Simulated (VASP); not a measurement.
# Ir (Pmma) in VASP: further runs

The runs below take Ir through single point, with PBEsol.

Everything below comes from runs of VASP 6.6.1. Logs are shortened: lines on timing, memory, paths and dates and some standing lists are left out, and cuts for length are marked.

**1. The cell of the first run**

The structure is orthorhombic, space group Pmma (No. 51). Conventional cell: a = 12.238 Å, b = 2.233 Å, c = 7.193 Å, α = 90.00°, β = 90.00°, γ = 90.00°. Ir (site symmetry mm2) has 2 Ir at 2.23 Å within 3.0 Å.

**2. Single point, PBEsol**

Contents of INCAR:

```
PREC = Accurate
ENCUT = 520
EDIFF = 1E-6
ISMEAR = 0
SIGMA = 0.1
LREAL = F
LASPH = T
NELM = 60
ALGO = Fast
ISIF = 2
LWAVE = F
LCHARG = T
GGA = PS
LELF = T
LVHAR = T
NBANDS = 16
```

Contents of KPOINTS:

```
Automatic mesh
0
Gamma
  4 18 6
```

Contents of POSCAR:

```
Ir
1.0
   12.2384552500      0.0000000000      0.0000000000
    0.0000000000      2.2334312600      0.0000000000
    0.0000000000      0.0000000000      7.1930008000
Ir
2
Direct
    0.2500000000      0.0000000000      0.1639884000
    0.7500000000      0.0000000000      0.8360116000
```

Potentials or basis: VASP PAW PBE potentials, release 64 (Ir).

On the command line:

```bash
$ cat potpaw_PBE.64/Ir/POTCAR > POTCAR
$ mpirun -np 1 vasp_std > vasp.out
```

OUTCAR:

```text
PREC = Accurate
   ENCUT = 520
   EDIFF = 1E-6
   ISMEAR = 0
   LREAL = F
   LASPH = T
   NELM = 60
   ISIF = 2
   GGA = PS

 ion  position               nearest neighbor table
   1  0.250  0.000  0.164-
   2  0.750  0.000  0.836-

  LATTYP: Found a simple orthorhombic cell.
 ALAT       =     2.2334312600
 B/A-ratio  =     3.2206054105
 C/A-ratio  =     5.4796650648

  Lattice vectors:

 A1 = (   0.0000000000,   2.2334312600,   0.0000000000)
 A2 = (   0.0000000000,   0.0000000000,   7.1930008000)
 A3 = (  12.2384552500,   0.0000000000,   0.0000000000)

Analysis of symmetry for initial positions (statically):
=====================================================================
 Subroutine PRICEL returns:
 Original cell was already a primitive cell.

 Routine SETGRP: Setting up the symmetry group for a
 simple orthorhombic supercell.

 Subroutine GETGRP returns: Found  8 space group operations
 (whereof  4 operations were pure point group operations)
 out of a pool of  8 trial point group operations.

The static configuration has the point symmetry C_2h.
 The point group associated with its full space group is D_2h.

Analysis of symmetry for dynamics (positions and initial velocities):
=====================================================================
 Subroutine PRICEL returns:
 Original cell was already a primitive cell.

 Routine SETGRP: Setting up the symmetry group for a
 simple orthorhombic supercell.

 Subroutine GETGRP returns: Found  8 space group operations
 (whereof  4 operations were pure point group operations)
 out of a pool of  8 trial point group operations.

The dynamic configuration has the point symmetry C_2h.
 The point group associated with its full space group is D_2h.

 Subroutine INISYM returns: Found  8 space group operations
 (whereof  4 operations are pure point group operations),
 and found     1 'primitive' translations

----------------------------------------------------------------------------------------

                                     Primitive cell

  volume of cell :     196.6117

  direct lattice vectors                    reciprocal lattice vectors
    12.238455250  0.000000000  0.000000000     0.081709659  0.000000000  0.000000000
     0.000000000  2.233431260  0.000000000     0.000000000  0.447741562  0.000000000
     0.000000000  0.000000000  7.193000800     0.000000000  0.000000000  0.139024036

  length of vectors
    12.238455250  2.233431260  7.193000800     0.081709659  0.447741562  0.139024036

  position of ions in fractional coordinates (direct lattice)
     0.250000000  0.000000000  0.163988400
     0.750000000  0.000000000  0.836011600

  ion indices of the primitive-cell ions
   primitive index   ion index
                 1           1
                 2           2

----------------------------------------------------------------------------------------

 KPOINTS: Automatic mesh

Automatic generation of k-mesh.
 Grid dimensions read from file:
 generate k-points for:    4   18    6

 Generating k-lattice:

  Cartesian coordinates                     Fractional coordinates (reciprocal lattice)
     0.020427415  0.000000000  0.000000000     0.250000000  0.000000000  0.000000000
     0.000000000  0.024874531  0.000000000     0.000000000  0.055555556  0.000000000
     0.000000000  0.000000000  0.023170673     0.000000000  0.000000000  0.166666667

  Length of vectors
     0.020427415  0.024874531  0.023170673

  Shift w.r.t. Gamma in fractional coordinates (k-lattice)
     0.000000000  0.000000000  0.000000000

 Subroutine IBZKPT returns following result:
 ===========================================

 Found    120 irreducible k-points:

 Following reciprocal coordinates:
            Coordinates               Weight
  0.000000  0.000000  0.000000      1.000000
  0.250000  0.000000  0.000000      2.000000
  0.500000  0.000000  0.000000      1.000000
  0.000000  0.055556  0.000000      2.000000
  0.250000  0.055556  0.000000      4.000000
  0.500000  0.055556  0.000000      2.000000
[... 16 lines left out ...]
  0.250000  0.388889  0.000000      4.000000
  0.500000  0.388889  0.000000      2.000000
 [... further k-points ...]
   k-points           NKPTS =    120   k-points in BZ     NKDIM =    120   number of bands    NBANDS=     16
   number of dos      NEDOS =    301   number of ions     NIONS =      2
   total plane-waves  NPLWV =  93312
   dimension x,y,z NGX =    96 NGY =   18 NGZ =   54
   dimension x,y,z NGXF=   192 NGYF=   36 NGZF=  108
   ions per type =               2
   NGX,Y,Z   is equivalent  to a cutoff of  13.04, 13.40, 12.48 a.u.
   NGXF,Y,Z  is equivalent  to a cutoff of  26.08, 26.80, 24.96 a.u.
 SYSTEM =  unknown system
   PREC   = accura    normal or accurate (medium, high low for compatibility)
   ISTART =      0    job   : 0-new  1-cont  2-samecut
   ICHARG =      2    charge: 1-file 2-atom 10-const
   ISPIN  =      1    spin polarized calculation?
   LNONCOLLINEAR =      F non collinear calculations
   LSORBIT =      F    spin-orbit coupling
   LASPH  =      T    aspherical Exc in radial PAW
   ENCUT  =  520.0 eV  38.22 Ry    6.18 a.u.  22.76  4.15 13.37*2*pi/ulx,y,z
   NELM   =     60;   NELMIN=  2; NELMDL= -5     # of ELM steps
   EDIFF  = 0.1E-05   stopping-criterion for ELM
   LREAL  =      F    real-space projection
   EDIFFG = 0.1E-04   stopping-criterion for IOM
   NSW    =      0    number of steps for IOM
   IBRION =     -1    ionic relax: 0-MD 1-quasi-New 2-CG
   NFREE  =      0    steps in history (QN), initial steepest desc. (CG)
   ISIF   =      2    stress and relaxation
   ISYM   =      2    0-nonsym 1-usesym 2-fastsym
   POTIM  = 0.5000    time-step for ionic-motion
   TEBEG  =    0.0;   TEEND  =   0.0 temperature during run
   PSTRESS=    0.0 pullay stress
   NELECT =      18.0000    total number of electrons
   NUPDOWN=      -1.0000    fix difference up-down
   EMIN   =  10.00;   EMAX   =-10.00  energy-range for DOS
   EFERMI =   0.00;   METHOD = LEGACY
   ISMEAR =     0;   SIGMA  =   0.10  broadening in eV -4-tet -1-fermi 0-gaus
   EFERMI_NEDOS =   21; number of points for ismear=-14 and -15
   IALGO  =     68    algorithm
   IMIX   =      4    mixing-type and parameters
     AMIX     =   0.40;   BMIX     =  1.00
     AMIX_MAG =   1.60;   BMIX_MAG =  1.00
  volume/ion in A,a.u.               =      98.31       663.40
  Fermi-wavevector in a.u.,A,eV,Ry     =   0.737841  1.394317  7.407131  0.544409
  Thomas-Fermi vector in A             =   1.831619
   LORBIT       =      0    0 simple, 1 ext, 2 COOP (PROOUT), +10 PAW based schemes
   GGA     = PS    functional components
   LHFCALC =     F    Hartree Fock is set to
   AEXX    =    0.0000 exact exchange contribution
   IVDW    =     0    specifies the selected vdW correction
   LEPSILON=     F    determine dielectric tensor
   LRPA    =     F    only Hartree local field effects (RPA)
 non-spin polarized calculation
 RMM-DIIS sequential band-by-band and
 Gauss-broadening in eV      SIGMA  =   0.10
  energy-cutoff  :      520.00
  volume of cell :      196.61
 maximum number of plane-waves:      5360
 NGX is ok and might be reduce to    96
   NGX = 45   NGY =  9   NGZ = 27

 number of electron      18.0000000 magnetization

 Free energy of the ion-electron system (eV)
  ---------------------------------------------------
  ext. energy  EPLUGINS =         0.00000000
  ---------------------------------------------------
  free energy    TOTEN  =       -10.89130811 eV

  energy without entropy =      -10.86139399  energy(sigma->0) =      -10.87635105

 E-fermi :  -3.6875     XC(G=0):  -4.1485

 val. band max:       -3.8120121945   @ k =   0.2500   0.3889   0.5000
 cond. band min:      -3.6425763595   @ k =   0.5000   0.4444   0.0000
 fundamental gap:      0.1694358350
 Fermi energy:        -3.6875174783

 k-point     1 :       0.0000    0.0000    0.0000
  band No.  band energies     occupation
      1     -11.3042      2.00000
      2     -11.3038      2.00000
      3      -5.9000      2.00000
      4      -5.8438      2.00000
      5      -5.3067      2.00000
      6      -5.3031      2.00000
[... 8 lines left out ...]
     15      -0.4183      0.00000
     16      -0.3124      0.00000

 k-point     2 :       0.2500    0.0000    0.0000
  band No.  band energies     occupation
      1     -11.3042      2.00000
      2     -11.3039      2.00000
      3      -5.8920      2.00000
      4      -5.8523      2.00000
      5      -5.3073      2.00000
      6      -5.3059      2.00000
[... 8 lines left out ...]
     15      -0.4235      0.00000
     16      -0.4019      0.00000

 k-point     3 :       0.5000    0.0000    0.0000
  band No.  band energies     occupation
      1     -11.3040      2.00000
      2     -11.3040      2.00000
      3      -5.8723      2.00000
      4      -5.8723      2.00000
      5      -5.3076      2.00000
      6      -5.3076      2.00000
[... 8 lines left out ...]
     15      -0.4335      0.00000
     16      -0.4335      0.00000

 k-point     4 :       0.0000    0.0556    0.0000
  band No.  band energies     occupation
      1     -11.0144      2.00000
      2     -11.0140      2.00000
      3      -5.8255      2.00000
      4      -5.7698      2.00000
      5      -5.2620      2.00000
      6      -5.2585      2.00000
[... 8 lines left out ...]
     15       0.1335      0.00000
     16       0.2353      0.00000
[... 324 lines left out ...]
 k-point    22 :       0.0000    0.3889    0.0000
  band No.  band energies     occupation
      1      -7.9113      2.00000
      2      -7.9105      2.00000
      3      -7.9103      2.00000
      4      -7.9099      2.00000
      5      -3.8150      1.92868
      6      -3.8142      1.92676
[... 8 lines left out ...]
     15       5.4976      0.00000
     16       5.6665      0.00000

 k-point    23 :       0.2500    0.3889    0.0000
  band No.  band energies     occupation
      1      -7.9112      2.00000
      2      -7.9105      2.00000
      3      -7.9103      2.00000
      4      -7.9101      2.00000
      5      -3.8152      1.92898
      6      -3.8148      1.92810
[... 8 lines left out ...]
     15       5.4466      0.00000
     16       5.4854      0.00000

 k-point    24 :       0.5000    0.3889    0.0000
  band No.  band energies     occupation
      1      -7.9108      2.00000
      2      -7.9108      2.00000
      3      -7.9102      2.00000
      4      -7.9102      2.00000
      5      -3.8152      1.92903
      6      -3.8152      1.92903
[... 8 lines left out ...]
     15       5.4542      0.00000
     16       5.4542      0.00000

 [... further k-points ...]

------------------------ aborting loop because EDIFF is reached ----------------------------------------

  FORCE on cell =-STRESS in cart. coord.  units (eV):
  Direction    XX          YY          ZZ          XY          YZ          ZX
  --------------------------------------------------------------------------------------
  -------------------------------------------------------------------------------------
  Total       -0.0321349      2.2790621     -0.0256966      0.0000000      0.0000000      0.0000000
  in kB       -0.2618651     18.5719473     -0.2094004      0.0000000      0.0000000      0.0000000
  external PRESSURE =       6.0335606 kB  Pullay stress =       0.0000000 kB

 VOLUME and BASIS-vectors are now :
 -----------------------------------------------------------------------------
  energy-cutoff  :      520.00
  volume of cell :      196.61
      direct lattice vectors                 reciprocal lattice vectors
    12.238455250  0.000000000  0.000000000     0.081709659  0.000000000  0.000000000
     0.000000000  2.233431260  0.000000000     0.000000000  0.447741562  0.000000000
     0.000000000  0.000000000  7.193000800     0.000000000  0.000000000  0.139024036

 POSITION                                       TOTAL-FORCE (eV/Angst)
 -----------------------------------------------------------------------------------
      3.05961      0.00000      1.17957         0.000000      0.000000     -0.000705
      9.17884      0.00000      6.01343        -0.000000      0.000000      0.000705
 -----------------------------------------------------------------------------------
    total drift:                                0.000000      0.000000     -0.000000

  FREE ENERGIE OF THE ION-ELECTRON SYSTEM (eV)
  ---------------------------------------------------
  free  energy   TOTEN  =       -10.8913081128 eV

  energy  without entropy=      -10.8613939916  energy(sigma->0) =      -10.87635105
```

Run time: 5.2 min. Hardware: 1 thread of AMD EPYC 7R43 (Zen 3), shared host; peak memory 0.48 GiB.

Results:

```
Free energy            : -10.8913 eV
Pressure               : 0.6 GPa
Band gap on the k mesh : zero (bands 9 and 10 overlap by 3.38 eV)
```

Stress tensor (GPa, compression positive):
```
-0.03  0.00  0.00
 0.00  1.86  0.00
 0.00  0.00 -0.02
```

Caveat: the PAW data sets were made with another functional, which shifts forces and pressure a little; spin-orbit coupling is left out, which moves the levels of the heavy elements.

(Part 1 of 2 ends here.)
